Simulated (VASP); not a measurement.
# Pt (Im-3m) in VASP: elastic constants with PBEsol+D3(BJ)

Aim: the elastic constants of Pt with PBEsol+D3(BJ).

All numbers are computed with VASP 6.6.1; they aren't measurements. Logs are shortened: lines on timing, memory, paths and dates and some standing lists are left out, and cuts for length are marked.

## Step 1: The cell of the first run

Symmetry: Im-3m, No. 229, cubic system. The conventional cell has a = 3.168 Å, b = 3.168 Å, c = 3.168 Å, α = 90.00°, β = 90.00°, γ = 90.00°. Within 3.6 Å of Pt (site symmetry m-3m) lie 14 Pt at 2.74 to 3.17 Å.

This isn't the form of Pt at room conditions, which is fcc.

## Step 2: Elastic constants, PBEsol+D3(BJ)

The input, INCAR:

```
PREC     = Accurate       # precision mode
ENCUT    = 600            # plane-wave cutoff, eV
EDIFF    = 1E-8           # SCF threshold, eV
ISMEAR   = 1              # smearing method
SIGMA    = 0.1            # smearing width, eV
LREAL    = False          # projectors in reciprocal space
LASPH    = True           # aspherical terms in the spheres
NELM     = 100            # most SCF steps
ALGO     = Normal         # electronic algorithm
ISIF     = 3              # what is computed and relaxed
LWAVE    = False          # write WAVECAR
LCHARG   = False          # write CHGCAR
GGA      = PS             # functional
IVDW     = 12             # dispersion correction
NBANDS   = 11             # bands
IBRION   = 6              # ionic algorithm
NFREE    = 2            
POTIM    = 0.015          # step
NSW      = 1              # ionic steps
```

The input, KPOINTS:

```
regular mesh
0
Gamma
  19 19 19
```

The input, POSCAR:

```
Pt
1.0
   -1.5842200000      1.5842200000      1.5842200000
    1.5842200000     -1.5842200000      1.5842200000
    1.5842200000      1.5842200000     -1.5842200000
Pt
1
Direct
    0.0000000000      0.0000000000      0.0000000000
```

Potentials or basis: VASP PAW PBE potentials, release 64 (Pt).

Launch:

```bash
cat potpaw_PBE.64/Pt/POTCAR > POTCAR
mpirun -np 1 vasp_std > vasp.out
```

OUTCAR:

```text
PREC = Accurate
   ENCUT = 600
   EDIFF = 1E-8
   ISMEAR = 1
   LREAL = False
   LASPH = True
   NELM = 100
   ISIF = 3
   GGA = PS
   IVDW = 12
   IBRION = 6
   NFREE = 2
   POTIM = 0.015
   NSW = 1
 IVDW          = 12

 ion  position               nearest neighbor table
   1  0.000  0.000  0.000-

  LATTYP: Found a body centered cubic cell.
 ALAT       =     3.1684400000

  Lattice vectors:

 A1 = (  -1.5842200000,   1.5842200000,   1.5842200000)
 A2 = (   1.5842200000,  -1.5842200000,   1.5842200000)
 A3 = (   1.5842200000,   1.5842200000,  -1.5842200000)

Analysis of symmetry for initial positions (statically):
=====================================================================
 Subroutine PRICEL returns:
 Original cell was already a primitive cell.

 Routine SETGRP: Setting up the symmetry group for a
 body centered cubic supercell.

 Subroutine GETGRP returns: Found 48 space group operations
 (whereof 48 operations were pure point group operations)
 out of a pool of 48 trial point group operations.

The static configuration has the point symmetry O_h .

Analysis of symmetry for dynamics (positions and initial velocities):
=====================================================================
 Subroutine PRICEL returns:
 Original cell was already a primitive cell.

 Routine SETGRP: Setting up the symmetry group for a
 body centered cubic supercell.

 Subroutine GETGRP returns: Found 48 space group operations
 (whereof 48 operations were pure point group operations)
 out of a pool of 48 trial point group operations.

The dynamic configuration has the point symmetry O_h .

 Subroutine INISYM returns: Found 48 space group operations
 (whereof 48 operations are pure point group operations),
 and found     1 'primitive' translations

----------------------------------------------------------------------------------------

                                     Primitive cell

  volume of cell :      15.9040

  direct lattice vectors                    reciprocal lattice vectors
    -1.584220000  1.584220000  1.584220000     0.000000000  0.315612731  0.315612731
     1.584220000 -1.584220000  1.584220000     0.315612731  0.000000000  0.315612731
     1.584220000  1.584220000 -1.584220000     0.315612731  0.315612731  0.000000000

  length of vectors
     2.743949530  2.743949530  2.743949530     0.446343804  0.446343804  0.446343804

  position of ions in fractional coordinates (direct lattice)
     0.000000000  0.000000000  0.000000000

  ion indices of the primitive-cell ions
   primitive index   ion index
                 1           1

----------------------------------------------------------------------------------------

 KPOINTS: regular mesh

Automatic generation of k-mesh.
 Grid dimensions read from file:
 generate k-points for:   19   19   19

 Generating k-lattice:

  Cartesian coordinates                     Fractional coordinates (reciprocal lattice)
     0.000000000  0.016611196  0.016611196     0.052631579  0.000000000  0.000000000
     0.016611196  0.000000000  0.016611196     0.000000000  0.052631579  0.000000000
     0.016611196  0.016611196  0.000000000     0.000000000  0.000000000  0.052631579

  Length of vectors
     0.023491779  0.023491779  0.023491779

  Shift w.r.t. Gamma in fractional coordinates (k-lattice)
     0.000000000  0.000000000  0.000000000

 Subroutine IBZKPT returns following result:
 ===========================================

 Found    220 irreducible k-points:

 Following reciprocal coordinates:
            Coordinates               Weight
  0.000000  0.000000  0.000000      1.000000
  0.052632  0.000000  0.000000     12.000000
  0.105263  0.000000  0.000000     12.000000
  0.157895  0.000000  0.000000     12.000000
  0.210526  0.000000  0.000000     12.000000
  0.263158  0.000000  0.000000     12.000000
[... 16 lines left out ...]
  0.263158  0.105263 -0.000000     48.000000
  0.315789  0.105263  0.000000     48.000000
 [... further k-points ...]
   k-points           NKPTS =    220   k-points in BZ     NKDIM =    220   number of bands    NBANDS=     11
   number of dos      NEDOS =    301   number of ions     NIONS =      1
   total plane-waves  NPLWV =  13824
   dimension x,y,z NGX =    24 NGY =   24 NGZ =   24
   dimension x,y,z NGXF=    48 NGYF=   48 NGZF=   48
   ions per type =               1
   NGX,Y,Z   is equivalent  to a cutoff of  14.54, 14.54, 14.54 a.u.
[... 22 lines left out ...]
   NELECT =      10.0000    total number of electrons
   NUPDOWN=      -1.0000    fix difference up-down
   EMIN   =  10.00;   EMAX   =-10.00  energy-range for DOS
   EFERMI =   0.00;   METHOD = LEGACY
   ISMEAR =     1;   SIGMA  =   0.10  broadening in eV -4-tet -1-fermi 0-gaus
   EFERMI_NEDOS =   21; number of points for ismear=-14 and -15
   IALGO  =     38    algorithm
   IMIX   =      4    mixing-type and parameters
     AMIX     =   0.40;   BMIX     =  1.00
     AMIX_MAG =   1.60;   BMIX_MAG =  1.00
  volume/ion in A,a.u.               =      15.90       107.33
  Fermi-wavevector in a.u.,A,eV,Ry     =   1.402510  2.650360 26.763132  1.967035
  Thomas-Fermi vector in A             =   2.525265
   LORBIT       =      0    0 simple, 1 ext, 2 COOP (PROOUT), +10 PAW based schemes
   GGA     = PS    functional components
   LHFCALC =     F    Hartree Fock is set to
   AEXX    =    0.0000 exact exchange contribution
   IVDW    =    12    specifies the selected vdW correction
   LEPSILON=     F    determine dielectric tensor
   LRPA    =     F    only Hartree local field effects (RPA)
 finite differences with symmetry
 non-spin polarized calculation
 Methfessel and Paxton  Order N= 1 SIGMA  =   0.10
  energy-cutoff  :      600.00
  volume of cell :       15.90
 maximum number of plane-waves:       555
 NGX is ok and might be reduce to    24
   NGX = 11   NGY = 11   NGZ = 11

--------------------------------------- Ionic step        1  -------------------------------------------

 number of electron      10.0000000 magnetization

 number of electron       9.9999999 magnetization

 Free energy of the ion-electron system (eV)
  ---------------------------------------------------
  ext. energy  EPLUGINS =         0.00000000
  ---------------------------------------------------
  free energy    TOTEN  =        -6.81677658 eV

  energy without entropy =       -6.81516773  energy(sigma->0) =       -6.81624030

------------------------ aborting loop because EDIFF is reached ----------------------------------------

 Edisp (eV)   -0.71015

 E8    (eV) :    -0.4857
[... 102 lines left out ...]
  FREE ENERGIE OF THE ION-ELECTRON SYSTEM (eV)
  ---------------------------------------------------
  free  energy   TOTEN  =        -7.5530839600 eV

  energy  without entropy=       -7.5518338326  energy(sigma->0) =       -7.55266725

 E-fermi :  10.1622     XC(G=0): -13.3966

 val. band max:       10.1604919264   @ k =  -0.1053   0.3684   0.1053
 cond. band min:      10.1632626641   @ k =  -0.3684   0.4211   0.3158
 fundamental gap:      0.0027707377
 Fermi energy:        10.1621815579

 k-point     1 :       0.0000    0.0000    0.0000
  band No.  band energies     occupation
      1       0.5184      2.00000
      2       6.5541      2.00000
      3       6.6851      2.00000
      4       6.6851      2.00000
      5       9.0947      2.00000
      6       9.2666      2.00000
      7      27.1570      0.00000
      8      27.1570      0.00000
      9      27.4545      0.00000
     10      37.2877      0.00000
     11      37.4426      0.00000
[... 310 lines left out ...]
  band No.  band energies     occupation
      1       3.7851      2.00000
      2       5.4337      2.00000
      3       7.3534      2.00000
      4       8.8966      2.00000
      5       9.6217      2.00000
      6      10.9915     -0.00000
      7      19.8352      0.00000
      8      24.2187      0.00000
      9      26.6339      0.00000
     10      32.4764      0.00000
     11      35.3166      0.00000

 [... further k-points ...]

[... ionic steps 4 to 12 ...]

--------------------------------------- Ionic step       13  -------------------------------------------

 number of electron       9.9999999 magnetization

------------------------ aborting loop because EDIFF is reached ----------------------------------------
[... 73 lines left out ...]
--------------------------------------- Ionic step       15  -------------------------------------------

 number of electron      10.0000000 magnetization

 Free energy of the ion-electron system (eV)
  ---------------------------------------------------
  ext. energy  EPLUGINS =         0.00000000
  ---------------------------------------------------
  free energy    TOTEN  =        -6.81677676 eV

  energy without entropy =       -6.81516791  energy(sigma->0) =       -6.81624048

 E-fermi :   9.8950     XC(G=0): -13.3078

 val. band max:        9.8918187220   @ k =  -0.2632   0.3158   0.1579
 cond. band min:       9.8962279554   @ k =  -0.3684   0.4211   0.3158
 fundamental gap:      0.0044092334
 Fermi energy:         9.8950193985

 k-point     1 :       0.0000    0.0000    0.0000
  band No.  band energies     occupation
      1       0.4060      2.00000
      2       6.4532      2.00000
      3       6.4532      2.00000
      4       6.4532      2.00000
      5       8.9407      2.00000
      6       8.9407      2.00000
      7      26.9876      0.00000
      8      26.9876      0.00000
      9      26.9876      0.00000
     10      36.9129      0.00000
     11      36.9129      0.00000
[... 354 lines left out ...]
  FREE ENERGIE OF THE ION-ELECTRON SYSTEM (eV)
  ---------------------------------------------------
  free  energy   TOTEN  =        -7.5269308069 eV

  energy  without entropy=       -7.5253219566  energy(sigma->0) =       -7.52639452

 INTERNAL STRAIN TENSORS FROM STRAINED CELLS
 ============================================

 INTERNAL STRAIN TENSOR FOR ION    1 for displacements in x,y,z  (eV/Angst):
          X           Y           Z          XY          YZ          ZX
  --------------------------------------------------------------------------------
  x    -0.00000    -0.00000    -0.00000     0.00000    -0.00000    -0.00000
  y     0.00000     0.00000    -0.00000    -0.00000     0.00000     0.00000
  z     0.00000    -0.00000     0.00000     0.00000    -0.00000    -0.00000

 INTERNAL STRAIN TENSORS FROM DISPLACED ATOMS
 ============================================

 INTERNAL STRAIN TENSOR FOR ION    1 for displacements in x,y,z  (eV/Angst):
          X           Y           Z          XY          YZ          ZX
  --------------------------------------------------------------------------------
  x     0.00000     0.00000     0.00000     0.00000     0.00000     0.00000
  y     0.00000     0.00000     0.00000     0.00000     0.00000     0.00000
  z     0.00000     0.00000     0.00000     0.00000     0.00000     0.00000

 Eigenvectors and eigenvalues of the dynamical matrix
 ----------------------------------------------------

   1 f/i=    0.000000 THz     0.000000 2PiTHz    0.000000 cm-1     0.000000 meV
             X         Y         Z           dx          dy          dz
      0.000000  0.000000  0.000000    -0.899088    0.437769    0.000000

   2 f/i=    0.000000 THz     0.000000 2PiTHz    0.000000 cm-1     0.000000 meV
             X         Y         Z           dx          dy          dz
      0.000000  0.000000  0.000000     0.000000    0.000000    1.000000

   3 f/i=    0.000000 THz     0.000000 2PiTHz    0.000000 cm-1     0.000000 meV
             X         Y         Z           dx          dy          dz
      0.000000  0.000000  0.000000    -0.437769   -0.899088    0.000000

--------------------------------------------------------------------------------------------------------

 ELASTIC MODULI CONTR FROM IONIC RELAXATION (kBar)
 Direction    XX          YY          ZZ          XY          YZ          ZX
 --------------------------------------------------------------------------------
 XX           0.0000      0.0000      0.0000      0.0000      0.0000      0.0000
 YY           0.0000      0.0000      0.0000      0.0000      0.0000      0.0000
 ZZ           0.0000      0.0000      0.0000      0.0000      0.0000      0.0000
 XY           0.0000      0.0000      0.0000      0.0000      0.0000      0.0000
 YZ           0.0000      0.0000      0.0000      0.0000      0.0000      0.0000
 ZX           0.0000      0.0000      0.0000      0.0000      0.0000      0.0000
 --------------------------------------------------------------------------------

 TOTAL ELASTIC MODULI (kBar)
 Direction    XX          YY          ZZ          XY          YZ          ZX
 --------------------------------------------------------------------------------
 XX        1376.9348   2606.7934   2606.7934     -0.0000      0.0000      0.0000
 YY        2606.7934   1376.9348   2606.7934      0.0000     -0.0000     -0.0000
 ZZ        2606.7934   2606.7934   1376.9348      0.0000     -0.0000      0.0000
 XY          -0.0000      0.0000      0.0000   1236.1899      0.0000      0.0000
 YZ           0.0000     -0.0000     -0.0000      0.0000   1236.1899      0.0000
 ZX           0.0000     -0.0000      0.0000      0.0000      0.0000   1236.1899
 --------------------------------------------------------------------------------
```

Wall time 52 min (1 thread of Oxide Virtual Turin-like, shared host); peak memory 0.7 GiB.

What came out:

```
Elastic constants C11, C12, C44 : 138, 261, 124 GPa
Voigt bulk modulus              : 220 GPa
Dispersion energy per atom      : -0.710 eV
```

Elastic tensor in Voigt notation (GPa, in the Cartesian axes of the cell as first typed):
```
138 261 261   0   0   0
261 138 261   0   0   0
261 261 138   0   0   0
  0   0   0 124   0   0
  0   0   0   0 124   0
  0   0   0   0   0 124
```

Clamped-ion elastic tensor (GPa):
```
138 261 261   0   0   0
261 138 261   0   0   0
261 261 138   0   0   0
  0   0   0 124   0   0
  0   0   0   0 124   0
  0   0   0   0   0 124
```

Caveat: the cell is under stress, which shifts elastic constants; three body term missing; the elastic tensor has a negative eigenvalue, so either the cell is unstable as it stands or the mesh is too thin; the PAW data sets were made with another functional, which shifts forces and pressure a little; spin-orbit coupling is left out, which moves the levels of the heavy elements.
